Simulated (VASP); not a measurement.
# MoS2 in VASP: notebook

Runs on MoS2. Level: PBE+D3(BJ). Tasks: single point.

Program: VASP 6.6.1. These are calculated values, not measurements. Logs are shortened: lines on timing, memory, paths and dates and some standing lists are left out, and cuts for length are marked.

## (1) The cell of the first run

The cell holds a slab with vacuum, 3 atoms: a = 3.073 Å, b = 3.120 Å, c = 32.412 Å, α = 90.00°, β = 90.00°, γ = 119.50°.

## (2) Single point, PBE+D3(BJ) (strain along x -0.020, then relaxed in part)

File INCAR:

```
PREC = Accurate
ENCUT = 520
EDIFF = 1E-6
ISMEAR = 0
SIGMA = 0.1
LREAL = False
LASPH = True
NELM = 60
ALGO = Normal
ISIF = 2
LWAVE = False
LCHARG = False
LDIPOL = True
IDIPOL = 3
DIPOL = 0.5 0.5 0.500
GGA = PE
IVDW = 12
NBANDS = 20
```

File KPOINTS:

```
Automatic mesh
0
Gamma
  18 18 1
```

File POSCAR:

```
MoS2
1.0
    3.0729688539      0.0000000000      0.0000000000
   -1.5364844270      2.7155807067      0.0000000000
    0.0000000000      0.0000000000     32.4115723090
S Mo
2 1
Direct
   -0.0022834618     -0.0045669235      0.4498693332
    0.3356167951      0.6712335902      0.5501306668
    0.6666666667      0.3333333333      0.5000000000
```

Potentials or basis: VASP PAW PBE potentials, release 64 (S, Mo_sv).

Command:

```sh
$ cat potpaw_PBE.64/S/POTCAR potpaw_PBE.64/Mo_sv/POTCAR > POTCAR
$ mpirun -np 1 vasp_std > vasp.out
```

OUTCAR:

```text
PREC = Accurate
   ENCUT = 520
   EDIFF = 1E-6
   ISMEAR = 0
   LREAL = False
   LASPH = True
   NELM = 60
   ISIF = 2
   GGA = PE
   IVDW = 12
 IVDW          = 12

 ion  position               nearest neighbor table
   1  0.998  0.995  0.450-   3 2.42   3 2.42   3 2.42
   2  0.336  0.671  0.550-   3 2.42   3 2.42   3 2.42
   3  0.667  0.333  0.500-   1 2.42   2 2.42   1 2.42   2 2.42   2 2.42   1 2.42

  LATTYP: Found a base centered orthorhombic cell.
 ALAT       =     3.0729688539
 B/A-ratio  =     1.7673987833
 C/A-ratio  =    10.5473155928

  Lattice vectors:

 A1 = (   1.5364844270,  -2.7155807067,   0.0000000000)
 A2 = (   1.5364844269,   2.7155807067,   0.0000000000)
 A3 = (   0.0000000000,   0.0000000000,  32.4115723090)

Analysis of symmetry for initial positions (statically):
=====================================================================
 Subroutine PRICEL returns:
 Original cell was already a primitive cell.

 Routine SETGRP: Setting up the symmetry group for a
 base centered orthorhombic supercell.

 Subroutine GETGRP returns: Found  4 space group operations
 (whereof  2 operations were pure point group operations)
 out of a pool of  8 trial point group operations.

The static configuration has the point symmetry C_1h.
 The point group associated with its full space group is C_2h.

Analysis of symmetry for dynamics (positions and initial velocities):
=====================================================================
 Subroutine PRICEL returns:
 Original cell was already a primitive cell.

 Routine SETGRP: Setting up the symmetry group for a
 base centered orthorhombic supercell.

 Subroutine GETGRP returns: Found  4 space group operations
 (whereof  2 operations were pure point group operations)
 out of a pool of  8 trial point group operations.

The dynamic configuration has the point symmetry C_1h.
 The point group associated with its full space group is C_2h.

 Subroutine INISYM returns: Found  4 space group operations
 (whereof  2 operations are pure point group operations),
 and found     1 'primitive' translations

----------------------------------------------------------------------------------------

                                     Primitive cell

  volume of cell :     270.4712

  direct lattice vectors                    reciprocal lattice vectors
     3.072968854  0.000000000  0.000000000     0.325418202  0.184122681  0.000000000
    -1.536484427  2.715580707  0.000000000     0.000000000  0.368245362  0.000000000
     0.000000000  0.000000000 32.411572309     0.000000000  0.000000000  0.030853178

  length of vectors
     3.072968854  3.120122268 32.411572309     0.373895932  0.368245362  0.030853178

  position of ions in fractional coordinates (direct lattice)
     0.997716538  0.995433076  0.449869333
     0.335616795  0.671233590  0.550130667
     0.666666667  0.333333333  0.500000000

  ion indices of the primitive-cell ions
   primitive index   ion index
                 1           1
                 2           2
                 3           3

----------------------------------------------------------------------------------------

 KPOINTS: Automatic mesh

Automatic generation of k-mesh.
 Grid dimensions read from file:
 generate k-points for:   18   18    1

 Generating k-lattice:

  Cartesian coordinates                     Fractional coordinates (reciprocal lattice)
     0.018078789  0.010229038  0.000000000     0.055555556  0.000000000  0.000000000
     0.000000000  0.020458076  0.000000000     0.000000000  0.055555556  0.000000000
     0.000000000  0.000000000  0.030853178     0.000000000  0.000000000  1.000000000

  Length of vectors
     0.020771996  0.020458076  0.030853178

  Shift w.r.t. Gamma in fractional coordinates (k-lattice)
     0.000000000  0.000000000  0.000000000

 Subroutine IBZKPT returns following result:
 ===========================================

 Found     91 irreducible k-points:

 Following reciprocal coordinates:
            Coordinates               Weight
  0.000000  0.000000  0.000000      1.000000
  0.055556  0.000000  0.000000      4.000000
  0.111111  0.000000  0.000000      4.000000
  0.166667 -0.000000  0.000000      4.000000
  0.222222  0.000000  0.000000      4.000000
  0.277778  0.000000  0.000000      4.000000
[... 16 lines left out ...]
 -0.333333  0.055556  0.000000      4.000000
 -0.277778  0.055556  0.000000      4.000000
 [... further k-points ...]
   k-points           NKPTS =     91   k-points in BZ     NKDIM =     91   number of bands    NBANDS=     20
   number of dos      NEDOS =    301   number of ions     NIONS =      3
   total plane-waves  NPLWV = 144000
   dimension x,y,z NGX =    24 NGY =   24 NGZ =  250
   dimension x,y,z NGXF=    48 NGYF=   48 NGZF=  500
   ions per type =               2   1
   NGX,Y,Z   is equivalent  to a cutoff of  12.98, 12.79, 12.82 a.u.
   NGXF,Y,Z  is equivalent  to a cutoff of  25.97, 25.58, 25.65 a.u.
 SYSTEM =  unknown system
   PREC   = accura    normal or accurate (medium, high low for compatibility)
   ISTART =      0    job   : 0-new  1-cont  2-samecut
   ICHARG =      2    charge: 1-file 2-atom 10-const
   ISPIN  =      1    spin polarized calculation?
   LNONCOLLINEAR =      F non collinear calculations
   LSORBIT =      F    spin-orbit coupling
   LASPH  =      T    aspherical Exc in radial PAW
   ENCUT  =  520.0 eV  38.22 Ry    6.18 a.u.   5.71  5.80 60.26*2*pi/ulx,y,z
   NELM   =     60;   NELMIN=  2; NELMDL= -5     # of ELM steps
   EDIFF  = 0.1E-05   stopping-criterion for ELM
   LREAL  =      F    real-space projection
   EDIFFG = 0.1E-04   stopping-criterion for IOM
   NSW    =      0    number of steps for IOM
   IBRION =     -1    ionic relax: 0-MD 1-quasi-New 2-CG
   NFREE  =      0    steps in history (QN), initial steepest desc. (CG)
   ISIF   =      2    stress and relaxation
   ISYM   =      2    0-nonsym 1-usesym 2-fastsym
   POTIM  = 0.5000    time-step for ionic-motion
   TEBEG  =    0.0;   TEEND  =   0.0 temperature during run
   PSTRESS=    0.0 pullay stress
   NELECT =      26.0000    total number of electrons
   NUPDOWN=      -1.0000    fix difference up-down
   EMIN   =  10.00;   EMAX   =-10.00  energy-range for DOS
   EFERMI =   0.00;   METHOD = LEGACY
   ISMEAR =     0;   SIGMA  =   0.10  broadening in eV -4-tet -1-fermi 0-gaus
   EFERMI_NEDOS =   21; number of points for ismear=-14 and -15
   IALGO  =     38    algorithm
   IMIX   =      4    mixing-type and parameters
     AMIX     =   0.40;   BMIX     =  1.00
     AMIX_MAG =   1.60;   BMIX_MAG =  1.00
  volume/ion in A,a.u.               =      90.16       608.41
  Fermi-wavevector in a.u.,A,eV,Ry     =   0.749938  1.417178  7.652021  0.562408
  Thomas-Fermi vector in A             =   1.846574
   LORBIT       =      0    0 simple, 1 ext, 2 COOP (PROOUT), +10 PAW based schemes
   GGA     = PE    functional components
   LHFCALC =     F    Hartree Fock is set to
   AEXX    =    0.0000 exact exchange contribution
   IVDW    =    12    specifies the selected vdW correction
   LEPSILON=     F    determine dielectric tensor
   LRPA    =     F    only Hartree local field effects (RPA)
 non-spin polarized calculation
 Gauss-broadening in eV      SIGMA  =   0.10
  energy-cutoff  :      520.00
  volume of cell :      270.47
 maximum number of plane-waves:      7348
   NGX = 11   NGY = 11   NGZ =121

 dipolmoment           0.000000      0.000000      0.000000 electrons x Angstroem

 number of electron      26.0000000 magnetization

 dipolmoment           0.000000      0.000000     -0.000000 electrons x Angstroem

 Free energy of the ion-electron system (eV)
  ---------------------------------------------------
  ext. energy  EPLUGINS =         0.00000000
  ---------------------------------------------------
  free energy    TOTEN  =       -20.97418664 eV

  energy without entropy =      -20.96713593  energy(sigma->0) =      -20.97066128

 E-fermi :  -2.5179     XC(G=0):  -2.4621

 val. band max:       -2.5329148816   @ k =   0.0000   0.0000   0.0000
 cond. band min:      -2.5164576820   @ k =   0.2222   0.1667   0.0000
 fundamental gap:      0.0164571996
 Fermi energy:        -2.5178638964

 k-point     1 :       0.0000    0.0000    0.0000
  band No.  band energies     occupation
      1     -64.2697      2.00000
      2     -38.3740      2.00000
      3     -38.2073      2.00000
      4     -38.1663      2.00000
      5     -17.5733      2.00000
      6     -16.4781      2.00000
[... 12 lines left out ...]
     19       2.0612      0.00000
     20       2.5805      0.00000

 k-point     2 :       0.0556    0.0000    0.0000
  band No.  band energies     occupation
      1     -64.2681      2.00000
      2     -38.3712      2.00000
      3     -38.2136      2.00000
      4     -38.1782      2.00000
      5     -17.5203      2.00000
      6     -16.4566      2.00000
[... 12 lines left out ...]
     19       2.1361      0.00000
     20       2.6462      0.00000

 k-point     3 :       0.1111    0.0000    0.0000
  band No.  band energies     occupation
      1     -64.2635      2.00000
      2     -38.3628      2.00000
      3     -38.2411      2.00000
      4     -38.2027      2.00000
      5     -17.3642      2.00000
      6     -16.3937      2.00000
[... 12 lines left out ...]
     19       2.3551      0.00000
     20       2.8419      0.00000

 k-point     4 :       0.1667   -0.0000    0.0000
  band No.  band energies     occupation
      1     -64.2565      2.00000
      2     -38.3501      2.00000
      3     -38.2997      2.00000
      4     -38.2233      2.00000
      5     -17.1150      2.00000
      6     -16.2932      2.00000
[... 12 lines left out ...]
     19       2.7064      0.00000
     20       3.1657      0.00000

 k-point     5 :       0.2222    0.0000    0.0000
  band No.  band energies     occupation
      1     -64.2478      2.00000
      2     -38.3761      2.00000
      3     -38.3344      2.00000
      4     -38.2431      2.00000
      5     -16.7918      2.00000
      6     -16.1592      2.00000
[... 12 lines left out ...]
     19       3.1747      0.00000
     20       3.6165      0.00000

 k-point     6 :       0.2778    0.0000    0.0000
  band No.  band energies     occupation
      1     -64.2386      2.00000
      2     -38.4576      2.00000
      3     -38.3178      2.00000
      4     -38.2630      2.00000
      5     -16.4332      2.00000
      6     -15.9874      2.00000
[... 12 lines left out ...]
     19       3.7280      0.00000
     20       4.1920      0.00000

 k-point     7 :       0.3333    0.0000    0.0000
  band No.  band energies     occupation
      1     -64.2299      2.00000
      2     -38.5335      2.00000
      3     -38.3027      2.00000
      4     -38.2808      2.00000
      5     -16.1266      2.00000
      6     -15.7383      2.00000
[... 12 lines left out ...]
     19       4.0761      0.00000
     20       4.1769      0.00000
[... 277 lines left out ...]
 k-point    20 :       0.5000    0.0556    0.0000
  band No.  band energies     occupation
      1     -64.2166      2.00000
      2     -38.6412      2.00000
      3     -38.3178      2.00000
      4     -38.2769      2.00000
      5     -15.8005      2.00000
      6     -15.0381      2.00000
[... 12 lines left out ...]
     19       3.9705      0.00000
     20       4.7445      0.00000

 k-point    21 :      -0.4444    0.0556    0.0000
  band No.  band energies     occupation
      1     -64.2195      2.00000
      2     -38.6160      2.00000
      3     -38.3109      2.00000
      4     -38.2824      2.00000
      5     -15.8586      2.00000
      6     -15.2427      2.00000
[... 12 lines left out ...]
     19       3.9759      0.00000
     20       4.8879      0.00000

 k-point    22 :      -0.3889    0.0556    0.0000
  band No.  band energies     occupation
      1     -64.2253      2.00000
      2     -38.5669      2.00000
      3     -38.2993      2.00000
      4     -38.2916      2.00000
      5     -15.9861      2.00000
      6     -15.5655      2.00000
[... 12 lines left out ...]
     19       4.2061      0.00000
     20       4.4877      0.00000

 k-point    23 :      -0.3333    0.0556    0.0000
  band No.  band energies     occupation
      1     -64.2331      2.00000
      2     -38.4995      2.00000
      3     -38.3080      2.00000
      4     -38.2799      2.00000
      5     -16.2255      2.00000
      6     -15.8641      2.00000
[... 12 lines left out ...]
     19       4.0477      0.00000
     20       4.1956      0.00000

 k-point    24 :      -0.2778    0.0556    0.0000
  band No.  band energies     occupation
      1     -64.2420      2.00000
      2     -38.4211      2.00000
      3     -38.3241      2.00000
      4     -38.2608      2.00000
      5     -16.5720      2.00000
      6     -16.0635      2.00000
[... 12 lines left out ...]
     19       3.5034      0.00000
     20       3.9454      0.00000

 [... further k-points ...]

------------------------ aborting loop because EDIFF is reached ----------------------------------------

 vacuum level on the upper side and lower side of the slab       (xc-potential included)        -0.011        -0.011

 Edisp (eV)   -0.97915

 E8    (eV) :    -0.4241

  FORCE on cell =-STRESS in cart. coord.  units (eV):
  Direction    XX          YY          ZZ          XY          YZ          ZX
  --------------------------------------------------------------------------------------
  -------------------------------------------------------------------------------------
  Total       1.15555    -0.13648    -0.06376     0.00000     0.01350    -0.00000
  in kB       6.84505    -0.80844    -0.37769     0.00000     0.07996    -0.00000
  external pressure =        1.89 kB  Pullay stress =        0.00 kB

 VOLUME and BASIS-vectors are now :
 -----------------------------------------------------------------------------
  energy-cutoff  :      520.00
  volume of cell :      270.47
      direct lattice vectors                 reciprocal lattice vectors
     3.072968854  0.000000000  0.000000000     0.325418202  0.184122681  0.000000000
    -1.536484427  2.715580707  0.000000000     0.000000000  0.368245362  0.000000000
     0.000000000  0.000000000 32.411572309     0.000000000  0.000000000  0.030853178

 POSITION                                       TOTAL-FORCE (eV/Angst)
 -----------------------------------------------------------------------------------
      1.53648      2.70318     14.58097         0.000000     -0.004185      0.012460
     -0.00000      1.82279     17.83060        -0.000000      0.004185     -0.012460
      1.53648      0.90519     16.20579         0.000000      0.000000      0.000000
 -----------------------------------------------------------------------------------
    total drift:                               -0.000000     -0.000000      0.000000

  FREE ENERGIE OF THE ION-ELECTRON SYSTEM (eV)
  ---------------------------------------------------
  free  energy   TOTEN  =       -21.9533396646 eV

  energy  without entropy=      -21.9462889588  energy(sigma->0) =      -21.94981431

 vacuum level on the upper side and lower side of the slab         2.518         2.518
```

Run time: 14 min. Hardware: 1 thread of Intel Xeon 8259CL, shared host; peak memory 0.71 GiB.

Results:

```yaml
Free_energy: -21.9533 eV
Largest_force: 0.013 eV/Å
Band_gap_on_the_k_mesh: zero (bands 13 and 14 overlap by 0.46 eV)
Dispersion_energy_per_atom: -0.326 eV
```

Forces on the atoms (eV/Å):
```
S    0.000 -0.004  0.012
S    0.000  0.004 -0.012
Mo   0.000  0.000  0.000
```

Levels at points of the mesh, in eV from the Fermi level:
| k point | band 10 | band 11 | band 12 | band 13 | band 14 | band 15 | band 16 | band 17 |
| --- | --- | --- | --- | --- | --- | --- | --- | --- |
| (0.00, 0.00, 0.00) | -3.23 | -1.30 | -0.91 | -0.69 | -0.02 | 0.16 | 3.23 | 3.30 |
| (0.50, 0.00, 0.00) | -3.98 | -2.82 | -2.33 | -1.49 | 1.43 | 1.94 | 3.37 | 4.38 |
| (0.00, 0.50, 0.00) | -3.74 | -2.94 | -2.41 | -1.24 | 1.40 | 1.93 | 3.47 | 4.33 |

Caveat: the cell differs from its parent crystal (strain along x -0.020, then relaxed in part).

[end of part 1 of 2]
